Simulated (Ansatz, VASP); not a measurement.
**BN in VASP and in Ansatz**

INCAR

```
ALGO = Normal ; EDIFF = 1E-6
EDIFFG = -0.04 ; ENCUT = 600
GGA = PE ; IBRION = 2
ISIF = 3 ; ISMEAR = 0
LASPH = True ; LCHARG = False
LREAL = False ; LWAVE = False
NELM = 80 ; NSW = 90
PREC = Accurate ; SIGMA = 0.1
```

File KPOINTS:

```
k-points
0
Gamma
  10 10 10
```

Contents of POSCAR:

```
BN
1.0
   -1.2304489100      1.2304489100      4.2623999400
    1.2304489100     -1.2304489100      4.2623999400
    1.2304489100      1.2304489100     -4.2623999400
B N
2 2
Direct
    0.8333333400      0.8333333400      0.0000000000
    0.5833333400      0.0833333400      0.5000000000
    0.6666666600      0.6666666600      0.0000000000
    0.4166666600      0.9166666600      0.5000000000
```

Input for Ansatz:

```yaml
crystal:
  lattice:
    - [-1.23044891, 1.23044891, 4.26239994]
    - [1.23044891, -1.23044891, 4.26239994]
    - [1.23044891, 1.23044891, -4.26239994]
  atoms:
    - { symbol: B, position: [0.83333334, 0.83333334, 0.0] }
    - { symbol: B, position: [0.58333334, 0.08333334, 0.5] }
    - { symbol: "N", position: [0.66666666, 0.66666666, 0.0] }
    - { symbol: "N", position: [0.41666666, 0.91666666, 0.5] }
basis:
  ecutwfc: 420
kpoints:
  mp_grid: { grid: [10, 10, 10] }
hamiltonian:
  xc: pbe
scf:
  occupations: { method: gaussian, width: 0.1 }
  lower_state_search: "off"
output:
  forces: true
  stress: true
  eigenvalues: true
relax:
  adjacent_minimum: "off"
  f_tol: 0.04
  max_steps: 70
  cell: { stress_tol: 0.4 }
```

Alike in both runs: task relaxation of cell and atoms; functional PBE; k mesh 10 × 10 × 10; occupations gaussian, width 0.1 eV; no spin polarisation.

|  | VASP | Ansatz |
| --- | --- | --- |
| version | VASP 6.6.1 | Ansatz 0.2.0 |
| potentials or method | VASP PAW PBE potentials, release 64 (B, N), cutoff 600 eV | scalar-relativistic, plane waves, PAW |
| valence electrons in the cell | 16 | 16 |

|  | VASP | Ansatz | Ansatz less VASP |
| --- | --- | --- | --- |
| gap on the k mesh at the Fermi level, each at its own relaxed structure (eV) | none | none | - |
| relaxed volume (Å³/atom) | 7.43 | 7.43 | -0.003 |
| relaxed cell length with the largest relative difference (Å) | 4.725 | 4.724 | -0.0015 |

A gap of «none» marks a metal or a gap that the smearing closes.

The k mesh is coarse, so the values compare programs but aren't converged. Noted on VASP's run: the volume moved by over 15 % at a fixed basis, so the end points are rough.
